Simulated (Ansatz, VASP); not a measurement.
# One calculation of CdP2C, two programs

```xyz
4
Lattice="3.3463 0.0000 0.0000 0.0000 3.3463 0.0000 0.0000 0.0000 6.2437" Properties=species:S:1:pos:R:3 pbc="T T T"
Cd    0.0000    0.0000    0.0000
P     0.0000    1.6732    2.0578
P     1.6732    0.0000    4.1859
C     1.6732    1.6732    3.1219
```

Alike in both runs: task single point; functional PBE; k mesh 6 × 6 × 4; occupations fermi-dirac, width 0.02 eV; no spin polarisation.

|  | VASP | Ansatz |
| --- | --- | --- |
| version | VASP 6.6.1 | Ansatz 0.2.0 |
| potentials or method | VASP PAW PBE potentials, release 64 (Cd, P, C) | plane waves, PAW |
| plane-wave cutoff (eV) | 520 | 420 |
| valence electrons in the cell | 26 | 34 |

Ansatz gave:

```
pressure (GPa)                     : -4.4
rms of the force components (eV/Å) : 0.019
```

Estimate VASP's values.

pressure (GPa): -4.3; rms of the force components (eV/Å): 0.038.

With one functional, cell and mesh, what is left measures potentials, basis and numerics. VASP's potentials hold 26 valence electrons a cell and Ansatz's 34, so a difference there can come from the potentials and not from the codes.
